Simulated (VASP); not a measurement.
# MgO (I4/mmm) in VASP: single point with HSE06

Aim: the single point of MgO with HSE06.

Everything below comes from runs of VASP 6.6.1. Logs are shortened: lines on timing, memory, paths and dates and some standing lists are left out, and cuts for length are marked.

**1. The cell of the first run**

Symmetry: I4/mmm, No. 139, tetragonal system. The conventional cell has a = 2.973 Å, b = 2.973 Å, c = 4.219 Å, α = 90.00°, β = 90.00°, γ = 90.00°. Mg (site symmetry 4/mmm) has 6 O at 2.10 to 2.11 Å within 2.8 Å. Within 2.8 Å of O (site symmetry 4/mmm) lie 6 Mg at 2.10 to 2.11 Å.

**2. Single point, HSE06 (uniaxial z strain +0.3%)**

File POSCAR:

```
MgO
1.0
    0.0000000000      2.1021674168      2.1095250028
    2.1021674168      0.0000000000      2.1095250028
    2.1021674168      2.1021674168      0.0000000000
Mg O
1 1
Direct
    0.0000000000      0.0000000000      0.0000000000
    0.5000000000      0.5000000000      0.5000000000
```

File INCAR.step1:

```
  PREC = Accurate
  ENCUT = 520
  EDIFF = 1E-5
  ISMEAR = 0
  SIGMA = 0.01
  LREAL = False
  LASPH = True
  NELM = 60
  ALGO = Normal
  ISIF = 2
  LWAVE = True
  LCHARG = False
  NBANDS = 11
  GGA = PE
```

File INCAR.step2:

```
  PREC = Accurate
  ENCUT = 520
  EDIFF = 1E-6
  ISMEAR = 0
  SIGMA = 0.01
  LREAL = False
  LASPH = True
  NELM = 60
  ALGO = Normal
  ISIF = 2
  LWAVE = False
  LCHARG = False
  GGA = PE
  LHFCALC = True
  HFSCREEN = 0.2079
  PRECFOCK = Normal
  NBANDS = 11
  ISTART = 1
```

File KPOINTS:

```
regular mesh
0
Gamma
  8 8 8
```

Potentials or basis: VASP PAW PBE potentials, release 64 (Mg, O).

Launch:

```
$ cat potpaw_PBE.64/Mg/POTCAR potpaw_PBE.64/O/POTCAR > POTCAR
$ cp INCAR.step1 INCAR
$ mpirun -np 1 vasp_std > vasp.out
$ cp INCAR.step2 INCAR
$ mpirun -np 1 vasp_std > vasp.out
```

OUTCAR:

```text
PREC = Accurate
   ENCUT = 520
   EDIFF = 1E-6
   ISMEAR = 0
   LREAL = False
   LASPH = True
   NELM = 60
   ISIF = 2
   GGA = PE
   LHFCALC = True
   HFSCREEN = 0.2079
   PRECFOCK = Normal
   ISTART = 1

 ion  position               nearest neighbor table
   1  0.000  0.000  0.000-   2 2.10   2 2.10   2 2.10   2 2.10   2 2.11   2 2.11
   2  0.500  0.500  0.500-   1 2.10   1 2.10   1 2.10   1 2.10   1 2.11   1 2.11

  LATTYP: Found a body centered tetragonal cell.
 ALAT       =     2.9729136712
 C/A-ratio  =     1.4191633099

  Lattice vectors:

 A1 = (  -2.1021674168,   0.0000000000,   2.1095250028)
 A2 = (   2.1021674168,   0.0000000000,   2.1095250028)
 A3 = (   0.0000000000,   2.1021674168,  -2.1095250028)

Analysis of symmetry for initial positions (statically):
=====================================================================
 Subroutine PRICEL returns:
 Original cell was already a primitive cell.

 Routine SETGRP: Setting up the symmetry group for a
 body centered tetragonal supercell.

 Subroutine GETGRP returns: Found 16 space group operations
 (whereof 16 operations were pure point group operations)
 out of a pool of 16 trial point group operations.

The static configuration has the point symmetry D_4h.

Analysis of symmetry for dynamics (positions and initial velocities):
=====================================================================
 Subroutine PRICEL returns:
 Original cell was already a primitive cell.

 Routine SETGRP: Setting up the symmetry group for a
 body centered tetragonal supercell.

 Subroutine GETGRP returns: Found 16 space group operations
 (whereof 16 operations were pure point group operations)
 out of a pool of 16 trial point group operations.

The dynamic configuration has the point symmetry D_4h.

 Subroutine INISYM returns: Found 16 space group operations
 (whereof 16 operations are pure point group operations),
 and found     1 'primitive' translations

----------------------------------------------------------------------------------------

                                     Primitive cell

  volume of cell :      18.6444

  direct lattice vectors                    reciprocal lattice vectors
     0.000000000  2.102167417  2.109525003    -0.237849753  0.237849753  0.237020182
     2.102167417  0.000000000  2.109525003     0.237849753 -0.237849753  0.237020182
     2.102167417  2.102167417  0.000000000     0.237849753  0.237849753 -0.237020182

  length of vectors
     2.978120814  2.978120814  2.972913671     0.411489461  0.411489461  0.411489461

  position of ions in fractional coordinates (direct lattice)
     0.000000000  0.000000000  0.000000000
     0.500000000  0.500000000  0.500000000

  ion indices of the primitive-cell ions
   primitive index   ion index
                 1           1
                 2           2

----------------------------------------------------------------------------------------

 KPOINTS: regular mesh

Automatic generation of k-mesh.
 Grid dimensions read from file:
 generate k-points for:    8    8    8

 Generating k-lattice:

  Cartesian coordinates                     Fractional coordinates (reciprocal lattice)
    -0.029731219  0.029731219  0.029627523     0.125000000 -0.000000000  0.000000000
     0.029731219 -0.029731219  0.029627523    -0.000000000  0.125000000  0.000000000
     0.029731219  0.029731219 -0.029627523     0.000000000  0.000000000  0.125000000

  Length of vectors
     0.051436183  0.051436183  0.051436183

  Shift w.r.t. Gamma in fractional coordinates (k-lattice)
     0.000000000  0.000000000  0.000000000

 Subroutine IBZKPT returns following result:
 ===========================================

 Found     59 irreducible k-points:

 Following reciprocal coordinates:
            Coordinates               Weight
  0.000000  0.000000  0.000000      1.000000
  0.125000  0.000000  0.000000      8.000000
  0.250000  0.000000  0.000000      8.000000
  0.375000  0.000000  0.000000      8.000000
  0.500000  0.000000  0.000000      4.000000
  0.125000  0.125000  0.000000      2.000000
[... 16 lines left out ...]
  0.250000  0.000000  0.125000     16.000000
  0.375000  0.000000  0.125000     16.000000
 [... further k-points ...]
   k-points           NKPTS =     59   k-points in BZ     NKDIM =    512   number of bands    NBANDS=     11
   number of dos      NEDOS =    301   number of ions     NIONS =      2
   total plane-waves  NPLWV =  13824
   dimension x,y,z NGX =    24 NGY =   24 NGZ =   24
   dimension x,y,z NGXF=    48 NGYF=   48 NGZF=   48
   ions per type =               1   1
   NGX,Y,Z   is equivalent  to a cutoff of  13.40, 13.40, 13.42 a.u.
   NGXF,Y,Z  is equivalent  to a cutoff of  26.79, 26.79, 26.84 a.u.
 SYSTEM =  unknown system
   PREC   = accura    normal or accurate (medium, high low for compatibility)
   ISTART =      1    job   : 0-new  1-cont  2-samecut
   ICHARG =      0    charge: 1-file 2-atom 10-const
   ISPIN  =      1    spin polarized calculation?
   LNONCOLLINEAR =      F non collinear calculations
   LSORBIT =      F    spin-orbit coupling
   LASPH  =      T    aspherical Exc in radial PAW
   ENCUT  =  520.0 eV  38.22 Ry    6.18 a.u.   5.54  5.54  5.53*2*pi/ulx,y,z
   NELM   =     60;   NELMIN=  2; NELMDL=  0     # of ELM steps
   EDIFF  = 0.1E-05   stopping-criterion for ELM
   LREAL  =      F    real-space projection
   EDIFFG = 0.1E-04   stopping-criterion for IOM
   NSW    =      0    number of steps for IOM
   IBRION =     -1    ionic relax: 0-MD 1-quasi-New 2-CG
   NFREE  =      0    steps in history (QN), initial steepest desc. (CG)
   ISIF   =      2    stress and relaxation
   ISYM   =      3    0-nonsym 1-usesym 2-fastsym
   POTIM  = 0.5000    time-step for ionic-motion
   TEBEG  =    0.0;   TEEND  =   0.0 temperature during run
   PSTRESS=    0.0 pullay stress
   NELECT =       8.0000    total number of electrons
   NUPDOWN=      -1.0000    fix difference up-down
   EMIN   =  10.00;   EMAX   =-10.00  energy-range for DOS
   EFERMI =   0.00;   METHOD = LEGACY
   ISMEAR =     0;   SIGMA  =   0.01  broadening in eV -4-tet -1-fermi 0-gaus
   EFERMI_NEDOS =   21; number of points for ismear=-14 and -15
   IALGO  =     38    algorithm
   IMIX   =      1    mixing-type and parameters
     AMIX     =   0.40;   BMIX     =  1.00
     AMIX_MAG =   1.60;   BMIX_MAG =  1.00
  volume/ion in A,a.u.               =       9.32        62.91
  Fermi-wavevector in a.u.,A,eV,Ry     =   1.234777  2.333389 20.744440  1.524673
  Thomas-Fermi vector in A             =   2.369453
   LORBIT       =      0    0 simple, 1 ext, 2 COOP (PROOUT), +10 PAW based schemes
   GGA     = PE    functional components
   LHFCALC =     T    Hartree Fock is set to
   PRECFOCK=normal    Normal, Fast or Accurate (Low or Medium for compatibility)
   ENCUT4O =  -1.0   cutoff for four orbital integrals eV
   NKREDX  =     1    reduce k-point grid by
   NKREDY  =     1    reduce k-point grid by
   NKREDZ  =     1    reduce k-point grid by
   AEXX    =    0.2500 exact exchange contribution
   HFSCREEN=    0.2079 screening length (either q_TF or 0.3 A-1)
   HFSCREENC=   0.2079 screening length for correlation (either q_TF or 0.3 A-1)
   ENCUTFOCK=  -1.0 apply spherical cutoff to Coloumb kernel
   IVDW    =     0    specifies the selected vdW correction
   LEPSILON=     F    determine dielectric tensor
   LRPA    =     F    only Hartree local field effects (RPA)
 non-spin polarized calculation
 Gauss-broadening in eV      SIGMA  =   0.01
  energy-cutoff  :      520.00
  volume of cell :       18.64
 maximum number of plane-waves:       531
 NGX is ok and might be reduce to    24
  NGX = 18; NGY = 18; NGZ = 18

 number of electron       8.0000005 magnetization

 Free energy of the ion-electron system (eV)
  ---------------------------------------------------
  ext. energy  EPLUGINS =         0.00000000
  ---------------------------------------------------
  free energy    TOTEN  =       -14.20984828 eV

  energy without entropy =      -14.20984828  energy(sigma->0) =      -14.20984828

 E-fermi :   2.0352     XC(G=0):  -9.1045

 val. band max:        1.9622026248   @ k =   0.0000   0.0000   0.0000
 cond. band min:       8.4137747467   @ k =   0.0000   0.0000   0.0000
 fundamental gap:      6.4515721219
 Fermi energy:         2.0352342585

 k-point     1 :       0.0000    0.0000    0.0000
  band No.  band energies     occupation
      1     -16.8788      2.00000
      2       1.9520      2.00000
      3       1.9520      2.00000
      4       1.9622      2.00000
      5       8.4138      0.00000
      6      19.6934      0.00000
      7      19.7303      0.00000
      8      19.7303      0.00000
      9      23.6515      0.00000
     10      25.5289      0.00000
     11      25.6461      0.00000

 k-point     2 :       0.1250    0.0000    0.0000
  band No.  band energies     occupation
      1     -16.7064      2.00000
      2       0.9780      2.00000
      3       1.8405      2.00000
      4       1.8451      2.00000
      5       9.3452      0.00000
      6      18.0133      0.00000
      7      20.0858      0.00000
      8      20.1140      0.00000
      9      24.5741      0.00000
     10      24.6713      0.00000
     11      25.9328      0.00000

 k-point     3 :       0.2500    0.0000    0.0000
  band No.  band energies     occupation
      1     -16.2593      2.00000
      2      -0.8530      2.00000
      3       1.5827      2.00000
      4       1.5832      2.00000
      5      10.8671      0.00000
      6      16.5200      0.00000
      7      20.6082      0.00000
      8      20.6625      0.00000
      9      24.2152      0.00000
     10      24.2695      0.00000
     11      26.1856      0.00000

 k-point     4 :       0.3750    0.0000    0.0000
  band No.  band energies     occupation
      1     -15.7566      2.00000
      2      -2.3852      2.00000
      3       1.3356      2.00000
      4       1.3407      2.00000
      5      11.5664      0.00000
      6      16.5058      0.00000
      7      20.4281      0.00000
      8      20.5051      0.00000
      9      25.3516      0.00000
     10      25.6407      0.00000
     11      25.6626      0.00000

 k-point     5 :       0.5000    0.0000    0.0000
  band No.  band energies     occupation
      1     -15.5274      2.00000
      2      -2.9829      2.00000
      3       1.2373      2.00000
      4       1.2441      2.00000
      5      11.6364      0.00000
      6      16.8401      0.00000
      7      20.2534      0.00000
      8      20.3340      0.00000
      9      25.0191      0.00000
     10      26.7807      0.00000
     11      26.8038      0.00000
[... 211 lines left out ...]
 k-point    21 :       0.5000    0.5000    0.0000
  band No.  band energies     occupation
      1     -15.2584      2.00000
      2      -2.4444      2.00000
      3       0.4931      2.00000
      4       0.4931      2.00000
      5      12.8336      0.00000
      6      13.8276      0.00000
      7      17.3027      0.00000
      8      23.3813      0.00000
      9      23.3813      0.00000
     10      29.6879      0.00000
     11      31.1024      0.00000

 k-point    22 :       0.1250    0.0000    0.1250
  band No.  band energies     occupation
      1     -16.6508      2.00000
      2       0.8991      2.00000
      3       1.6965      2.00000
      4       1.7097      2.00000
      5       9.6548      0.00000
      6      17.4576      0.00000
      7      20.2844      0.00000
      8      20.3029      0.00000
      9      22.9403      0.00000
     10      26.0530      0.00000
     11      26.9814      0.00000

 k-point    23 :       0.2500    0.0000    0.1250
  band No.  band energies     occupation
      1     -16.3007      2.00000
      2      -0.4255      2.00000
      3       1.4259      2.00000
      4       1.4359      2.00000
      5      11.0332      0.00000
      6      16.1136      0.00000
      7      20.3975      0.00000
      8      20.8670      0.00000
      9      22.1239      0.00000
     10      26.0111      0.00000
     11      28.2260      0.00000

 k-point    24 :       0.3750    0.0000    0.1250
  band No.  band energies     occupation
      1     -15.8187      2.00000
      2      -1.8738      2.00000
      3       1.0391      2.00000
      4       1.1939      2.00000
      5      12.1176      0.00000
      6      15.9125      0.00000
      7      19.4000      0.00000
      8      20.9429      0.00000
      9      23.4925      0.00000
     10      26.7237      0.00000
     11      27.6434      0.00000

 [... further k-points ...]
[... 5 lines left out ...]
  --------------------------------------------------------------------------------------
  -------------------------------------------------------------------------------------
  Total       -0.1148995     -0.1148995     -0.1977132      0.0000000     -0.0000000      0.0000000
  in kB       -9.8736879     -9.8736879    -16.9901386      0.0000000     -0.0000000      0.0000000
  external PRESSURE =     -12.2458382 kB  Pullay stress =       0.0000000 kB

 VOLUME and BASIS-vectors are now :
 -----------------------------------------------------------------------------
  energy-cutoff  :      520.00
  volume of cell :       18.64
      direct lattice vectors                 reciprocal lattice vectors
     0.000000000  2.102167417  2.109525003    -0.237849753  0.237849753  0.237020182
     2.102167417  0.000000000  2.109525003     0.237849753 -0.237849753  0.237020182
     2.102167417  2.102167417  0.000000000     0.237849753  0.237849753 -0.237020182

 POSITION                                       TOTAL-FORCE (eV/Angst)
 -----------------------------------------------------------------------------------
      0.00000      0.00000      0.00000         0.000000      0.000000      0.000000
      2.10217      2.10217      2.10953         0.000000      0.000000     -0.000000
 -----------------------------------------------------------------------------------
    total drift:                                0.000067      0.000110     -0.000650

  FREE ENERGIE OF THE ION-ELECTRON SYSTEM (eV)
  ---------------------------------------------------
  free  energy   TOTEN  =       -14.2098482845 eV

  energy  without entropy=      -14.2098482845  energy(sigma->0) =      -14.20984828
```

Run time: 57 min. Hardware: 1 thread of Intel Xeon Platinum 8375C at 2.90GHz (Ice Lake), shared host; peak memory 0.26 GiB.

What came out:

```yaml
Free_energy: -14.2098 eV
Pressure: -1.2 GPa
Band_gap_on_the_k_mesh: 6.45 eV
```

Caveat: the cell differs from its parent crystal (uniaxial z strain +0.3%); the PAW data sets were made with another functional, which shifts forces and pressure a little.
